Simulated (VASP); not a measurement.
# As2S (P4/nmm) in VASP: notebook

Runs on As2S. Level: r2SCAN. Tasks: single point, relaxation of cell and atoms.

All numbers are computed with VASP 6.6.1; they aren't measurements. Logs are shortened: lines on timing, memory, paths and dates and some standing lists are left out, and cuts for length are marked.

### Step 1. The cell of the first run

The structure is tetragonal, space group P4/nmm (No. 129). The conventional cell has a = 4.964 Å, b = 4.964 Å, c = 5.131 Å, α = 90.00°, β = 90.00°, γ = 90.00°. As (site symmetry -4m2) has 8 As at 2.69 to 3.51 Å and 4 S at 3.15 Å within 3.6 Å. As (site symmetry 4mm) has 2 S at 2.16 to 2.97 Å and 4 As at 2.69 Å within 3.0 Å. S (site symmetry 4mm) has 2 As at 2.16 to 2.97 Å within 3.0 Å.

### Step 2. Single point, r2SCAN

POSCAR reads:

```
As2S
1.0
    4.9635208017      0.0000000000      0.0000000000
    0.0000000000      4.9635208017      0.0000000000
    0.0000000000      0.0000000000      5.1306690523
As S
4 2
Direct
    0.0000000000      0.0000000000      0.0000000000
    0.5000000000      0.5000000000      0.0000000000
    0.0000000000      0.5000000000      0.2016364357
    0.5000000000      0.0000000000      0.7983635643
    0.0000000000      0.5000000000      0.6228870093
    0.5000000000      0.0000000000      0.3771129907
```

INCAR.step1 reads:

```
PREC = Accurate
ENCUT = 520
ISMEAR = 0
SIGMA = 0.1
LREAL = F
LASPH = T
NELM = 80
NBANDS = 25
GGA = PE
ALGO = Normal
EDIFF = 1E-4
LWAVE = T
LCHARG = F
```

INCAR.step2 reads:

```
PREC = Accurate
ENCUT = 520
EDIFF = 1E-6
ISMEAR = 0
SIGMA = 0.1
LREAL = F
LASPH = T
NELM = 80
ALGO = Normal
ISIF = 2
LWAVE = F
LCHARG = F
METAGGA = R2SCAN
LMIXTAU = T
NBANDS = 25
ISTART = 1
```

KPOINTS reads:

```
Automatic mesh
0
Gamma
  8 8 8
```

Potentials or basis: VASP PAW PBE potentials, release 64 (As, S).

Started as:

```sh
$ cat potpaw_PBE.64/As/POTCAR potpaw_PBE.64/S/POTCAR > POTCAR
$ cp INCAR.step1 INCAR
$ mpirun -np 1 vasp_std > vasp.out
$ cp INCAR.step2 INCAR
$ mpirun -np 1 vasp_std > vasp.out
```

OUTCAR:

```text
PREC = Accurate
   ENCUT = 520
   EDIFF = 1E-6
   ISMEAR = 0
   LREAL = F
   LASPH = T
   NELM = 80
   ISIF = 2
   METAGGA = R2SCAN
   ISTART = 1

 ion  position               nearest neighbor table
   1  0.000  0.000  0.000-   3 2.69   4 2.69   3 2.69   4 2.69
   2  0.500  0.500  0.000-   3 2.69   4 2.69   4 2.69   3 2.69
   3  0.000  0.500  0.202-   5 2.16   2 2.69   1 2.69   1 2.69   2 2.69
   4  0.500  0.000  0.798-   6 2.16   2 2.69   1 2.69   2 2.69   1 2.69
   5  0.000  0.500  0.623-   3 2.16
   6  0.500  0.000  0.377-   4 2.16

  LATTYP: Found a simple tetragonal cell.
 ALAT       =     4.9635208017
 C/A-ratio  =     1.0336753400

  Lattice vectors:

 A1 = (   4.9635208017,   0.0000000000,   0.0000000000)
 A2 = (   0.0000000000,   4.9635208017,   0.0000000000)
 A3 = (   0.0000000000,   0.0000000000,   5.1306690523)

Analysis of symmetry for initial positions (statically):
=====================================================================
 Subroutine PRICEL returns:
 Original cell was already a primitive cell.

 Routine SETGRP: Setting up the symmetry group for a
 simple tetragonal supercell.

 Subroutine GETGRP returns: Found 16 space group operations
 (whereof  8 operations were pure point group operations)
 out of a pool of 16 trial point group operations.

The static configuration has the point symmetry D_2d.
 The point group associated with its full space group is D_4h.

Analysis of symmetry for dynamics (positions and initial velocities):
=====================================================================
 Subroutine PRICEL returns:
 Original cell was already a primitive cell.

 Routine SETGRP: Setting up the symmetry group for a
 simple tetragonal supercell.

 Subroutine GETGRP returns: Found 16 space group operations
 (whereof  8 operations were pure point group operations)
 out of a pool of 16 trial point group operations.

The dynamic configuration has the point symmetry D_2d.
 The point group associated with its full space group is D_4h.

 Subroutine INISYM returns: Found 16 space group operations
 (whereof  8 operations are pure point group operations),
 and found     1 'primitive' translations

----------------------------------------------------------------------------------------

                                     Primitive cell

  volume of cell :     126.4019

  direct lattice vectors                    reciprocal lattice vectors
     4.963520802  0.000000000  0.000000000     0.201469892  0.000000000  0.000000000
     0.000000000  4.963520802  0.000000000     0.000000000  0.201469892  0.000000000
     0.000000000  0.000000000  5.130669052     0.000000000  0.000000000  0.194906354

  length of vectors
     4.963520802  4.963520802  5.130669052     0.201469892  0.201469892  0.194906354

  position of ions in fractional coordinates (direct lattice)
     0.000000000  0.000000000  0.000000000
     0.500000000  0.500000000  0.000000000
     0.000000000  0.500000000  0.201636436
     0.500000000  0.000000000  0.798363564
     0.000000000  0.500000000  0.622887009
     0.500000000  0.000000000  0.377112991

  ion indices of the primitive-cell ions
   primitive index   ion index
                 1           1
                 2           2
                 3           3
                 4           4
                 5           5
                 6           6

----------------------------------------------------------------------------------------

 KPOINTS: Automatic mesh

Automatic generation of k-mesh.
 Grid dimensions read from file:
 generate k-points for:    8    8    8

 Generating k-lattice:

  Cartesian coordinates                     Fractional coordinates (reciprocal lattice)
     0.025183737  0.000000000  0.000000000     0.125000000  0.000000000  0.000000000
     0.000000000  0.025183737  0.000000000     0.000000000  0.125000000  0.000000000
     0.000000000  0.000000000  0.024363294     0.000000000  0.000000000  0.125000000

  Length of vectors
     0.025183737  0.025183737  0.024363294

  Shift w.r.t. Gamma in fractional coordinates (k-lattice)
     0.000000000  0.000000000  0.000000000

 Subroutine IBZKPT returns following result:
 ===========================================

 Found     75 irreducible k-points:

 Following reciprocal coordinates:
            Coordinates               Weight
  0.000000  0.000000  0.000000      1.000000
  0.125000  0.000000  0.000000      4.000000
  0.250000  0.000000  0.000000      4.000000
  0.375000  0.000000  0.000000      4.000000
  0.500000  0.000000  0.000000      2.000000
  0.125000  0.125000  0.000000      4.000000
[... 16 lines left out ...]
  0.375000  0.125000  0.125000     16.000000
  0.500000  0.125000  0.125000      8.000000
 [... further k-points ...]
   k-points           NKPTS =     75   k-points in BZ     NKDIM =     75   number of bands    NBANDS=     25
   number of dos      NEDOS =    301   number of ions     NIONS =      6
   total plane-waves  NPLWV =  64000
   dimension x,y,z NGX =    40 NGY =   40 NGZ =   40
   dimension x,y,z NGXF=    80 NGYF=   80 NGZF=   80
   ions per type =               4   2
   NGX,Y,Z   is equivalent  to a cutoff of  13.40, 13.40, 12.96 a.u.
   NGXF,Y,Z  is equivalent  to a cutoff of  26.79, 26.79, 25.92 a.u.
 SYSTEM =  unknown system
   PREC   = accura    normal or accurate (medium, high low for compatibility)
   ISTART =      1    job   : 0-new  1-cont  2-samecut
   ICHARG =      0    charge: 1-file 2-atom 10-const
   ISPIN  =      1    spin polarized calculation?
   LNONCOLLINEAR =      F non collinear calculations
   LSORBIT =      F    spin-orbit coupling
   LASPH  =      T    aspherical Exc in radial PAW
   ENCUT  =  520.0 eV  38.22 Ry    6.18 a.u.   9.23  9.23  9.54*2*pi/ulx,y,z
   NELM   =     80;   NELMIN=  2; NELMDL=  0     # of ELM steps
   EDIFF  = 0.1E-05   stopping-criterion for ELM
   LREAL  =      F    real-space projection
   EDIFFG = 0.1E-04   stopping-criterion for IOM
   NSW    =      0    number of steps for IOM
   IBRION =     -1    ionic relax: 0-MD 1-quasi-New 2-CG
   NFREE  =      0    steps in history (QN), initial steepest desc. (CG)
   ISIF   =      2    stress and relaxation
   ISYM   =      2    0-nonsym 1-usesym 2-fastsym
   POTIM  = 0.5000    time-step for ionic-motion
   TEBEG  =    0.0;   TEEND  =   0.0 temperature during run
   PSTRESS=    0.0 pullay stress
   NELECT =      32.0000    total number of electrons
   NUPDOWN=      -1.0000    fix difference up-down
   EMIN   =  10.00;   EMAX   =-10.00  energy-range for DOS
   EFERMI =   0.00;   METHOD = LEGACY
   ISMEAR =     0;   SIGMA  =   0.10  broadening in eV -4-tet -1-fermi 0-gaus
   EFERMI_NEDOS =   21; number of points for ismear=-14 and -15
   IALGO  =     38    algorithm
   IMIX   =      4    mixing-type and parameters
     AMIX     =   0.40;   BMIX     =  1.00
     AMIX_MAG =   1.60;   BMIX_MAG =  1.00
  volume/ion in A,a.u.               =      21.07       142.17
  Fermi-wavevector in a.u.,A,eV,Ry     =   1.035635  1.957067 14.592804  1.072541
  Thomas-Fermi vector in A             =   2.169988
   LORBIT       =      0    0 simple, 1 ext, 2 COOP (PROOUT), +10 PAW based schemes
   METAGGA = R2SCAN    functional components
   LHFCALC =     F    Hartree Fock is set to
   AEXX    =    0.0000 exact exchange contribution
   IVDW    =     0    specifies the selected vdW correction
   LEPSILON=     F    determine dielectric tensor
   LRPA    =     F    only Hartree local field effects (RPA)
 non-spin polarized calculation
 Gauss-broadening in eV      SIGMA  =   0.10
  energy-cutoff  :      520.00
  volume of cell :      126.40
 maximum number of plane-waves:      3454
 NGX is ok and might be reduce to    40
   NGX = 19   NGY = 19   NGZ = 19

 number of electron      32.0000000 magnetization

 Free energy of the ion-electron system (eV)
  ---------------------------------------------------
  ext. energy  EPLUGINS =         0.00000000
  ---------------------------------------------------
  free energy    TOTEN  =       -73.09215451 eV

  energy without entropy =      -73.07987719  energy(sigma->0) =      -73.08601585

 E-fermi :   4.7117     XC(G=0): -10.3224

 val. band max:        4.6909644236   @ k =   0.3750   0.0000   0.3750
 cond. band min:       4.7306714212   @ k =   0.1250   0.1250   0.1250
 fundamental gap:      0.0397069976
 Fermi energy:         4.7116508204

 k-point     1 :       0.0000    0.0000    0.0000
  band No.  band energies     occupation
      1     -11.2084      2.00000
      2      -9.3115      2.00000
      3      -7.2162      2.00000
      4      -5.7250      2.00000
      5      -5.6007      2.00000
      6      -3.1375      2.00000
[... 17 lines left out ...]
     24       9.6689      0.00000
     25      10.4619      0.00000

 k-point     2 :       0.1250    0.0000    0.0000
  band No.  band energies     occupation
      1     -11.1395      2.00000
      2      -9.3683      2.00000
      3      -7.1962      2.00000
      4      -5.9167      2.00000
      5      -5.5485      2.00000
      6      -3.2666      2.00000
[... 17 lines left out ...]
     24       9.8777      0.00000
     25      10.7244      0.00000

 k-point     3 :       0.2500    0.0000    0.0000
  band No.  band energies     occupation
      1     -10.9389      2.00000
      2      -9.5496      2.00000
      3      -7.1376      2.00000
      4      -6.3153      2.00000
      5      -5.3652      2.00000
      6      -3.6270      2.00000
[... 552 lines left out ...]
 k-point    23 :       0.3750    0.1250    0.1250
  band No.  band energies     occupation
      1     -10.4974      2.00000
      2      -9.7848      2.00000
      3      -7.3302      2.00000
      4      -6.8132      2.00000
      5      -5.1346      2.00000
      6      -4.3411      2.00000
[... 17 lines left out ...]
     24      11.0855      0.00000
     25      11.4542      0.00000

 k-point    24 :       0.5000    0.1250    0.1250
  band No.  band energies     occupation
      1     -10.1360      2.00000
      2     -10.1360      2.00000
      3      -7.1144      2.00000
      4      -7.1144      2.00000
      5      -4.7852      2.00000
      6      -4.7852      2.00000
[... 17 lines left out ...]
     24      10.6259      0.00000
     25      11.6554      0.00000

 [... further k-points ...]

------------------------ aborting loop because EDIFF is reached ----------------------------------------

  FORCE on cell =-STRESS in cart. coord.  units (eV):
  Direction    XX          YY          ZZ          XY          YZ          ZX
  --------------------------------------------------------------------------------------
  -------------------------------------------------------------------------------------
  Total       -0.0491125     -0.0491125     -0.1486766      0.0000000      0.0000000      0.0000000
  in kB       -0.6225142     -0.6225142     -1.8845146      0.0000000      0.0000000      0.0000000
  external PRESSURE =      -1.0431810 kB  Pullay stress =       0.0000000 kB

 VOLUME and BASIS-vectors are now :
 -----------------------------------------------------------------------------
  energy-cutoff  :      520.00
  volume of cell :      126.40
      direct lattice vectors                 reciprocal lattice vectors
     4.963520802  0.000000000  0.000000000     0.201469892  0.000000000  0.000000000
     0.000000000  4.963520802  0.000000000     0.000000000  0.201469892  0.000000000
     0.000000000  0.000000000  5.130669052     0.000000000  0.000000000  0.194906354

 POSITION                                       TOTAL-FORCE (eV/Angst)
 -----------------------------------------------------------------------------------
      0.00000      0.00000      0.00000         0.000000      0.000000      0.000000
      2.48176      2.48176      0.00000         0.000000     -0.000000      0.000000
      0.00000      2.48176      1.03453         0.000000      0.000000      0.019225
      2.48176      0.00000      4.09614         0.000000     -0.000000     -0.019225
      0.00000      2.48176      3.19583        -0.000000     -0.000000     -0.023989
      2.48176      0.00000      1.93484         0.000000     -0.000000      0.023989
 -----------------------------------------------------------------------------------
    total drift:                                0.000000      0.000000      0.000000

  FREE ENERGIE OF THE ION-ELECTRON SYSTEM (eV)
  ---------------------------------------------------
  free  energy   TOTEN  =       -73.0921545071 eV

  energy  without entropy=      -73.0798771945  energy(sigma->0) =      -73.08601585
```

Run time: 6.1 min. Hardware: 1 thread of Intel Xeon 6975P-C (Granite Rapids), shared host; peak memory 0.38 GiB.

Results:

```
Free energy            : -73.0922 eV
Pressure               : -0.1 GPa
Largest force          : 0.024 eV/Å
Band gap on the k mesh : zero (bands 16 and 17 overlap by 1.93 eV)
```

Forces in eV/Å, atoms in the order of the input:
```
As   0.000  0.000  0.000
As   0.000  0.000  0.000
As   0.000  0.000  0.019
As   0.000  0.000 -0.019
S    0.000  0.000 -0.024
S    0.000  0.000  0.024
```

Stress tensor (GPa, compression positive):
```
-0.06  0.00  0.00
 0.00 -0.06  0.00
 0.00  0.00 -0.19
```

Caveat: the PAW data sets were made with another functional, which shifts forces and pressure a little.

[end of part 1 of 2]

The gap in the log of VASP goes by the Fermi energy; the results here count the filled bands.